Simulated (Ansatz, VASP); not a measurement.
## S: VASP beside Ansatz

```
S
1.0
     3.23334    0.00000    0.00000
    -1.61667    2.80015    0.00000
     0.00000    0.00000   10.26922
S
4
Direct
  0.33333 0.66667 0.32810
  0.66667 0.33333 0.67190
  0.66667 0.33333 0.82810
  0.33333 0.66667 0.17190
```

Alike in both runs: task single point; functional PBE; k mesh 15 × 15 × 4; occupations gaussian, width 0.1 eV; no spin polarisation.

|  | VASP | Ansatz |
| --- | --- | --- |
| version | VASP 6.6.1 | Ansatz 0.2.0 |
| potentials or method | VASP PAW PBE potentials, release 64 (S), cutoff 520 eV | scalar-relativistic, plane waves, PAW |
| valence electrons in the cell | 24 | 24 |

|  | VASP | Ansatz | Ansatz less VASP |
| --- | --- | --- | --- |
| gap on the k mesh at the Fermi level (eV) | none | none | - |
| pressure (GPa) | 31.8 | 33.9 | +2.09 |
| traceless stress, the component that is largest in VASP (GPa) | 68.78 | 72.75 | +3.970 |
| rms of the force components (eV/Å) | 10.468 | 11.094 | +0.6254 |

Atom by atom the forces differ by 0.625 eV/Å (rms over components). A gap of «none» marks a metal or a gap that the smearing closes. Both programs put the cell under a high pressure, so it lies far from rest at this level.
